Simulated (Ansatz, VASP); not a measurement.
## PbI2 in VASP and in Ansatz

```
Pb I
1.0
    10.76000    0.00000    0.00000
     0.00000    9.07000    0.00000
     0.00000    0.00000   13.49000
Pb I
1 2
Direct
  0.58168 0.50344 0.49994
  0.41822 0.49614 0.66630
  0.41822 0.49614 0.33358
```

Alike in both runs: task single point; functional PBE; k mesh 1 × 1 × 1; occupations gaussian, width 0.01 eV; non-collinear spin, spin-orbit coupling.

|  | VASP | Ansatz |
| --- | --- | --- |
| version | VASP 6.6.1 | Ansatz 0.2.0 |
| potentials or method | VASP PAW PBE potentials, release 64 (Pb_d, I), cutoff 520 eV | plane waves, PAW |
| valence electrons in the cell | 28 | 48 |

Ansatz gave:

```
rms of the force components (eV/Å) : 0.050
net moment per atom (μB)           : 0.00
```

Question: What did VASP give for the same quantities?

Answer: rms of the force components (eV/Å): 0.042; net moment per atom (μB): 0.00.

Atom by atom the forces differ by 0.008 eV/Å (rms over components). VASP's potentials hold 28 valence electrons a cell and Ansatz's 48, so a difference there can come from the potentials and not from the codes. Ansatz's warnings: xc potential rough in thin density.
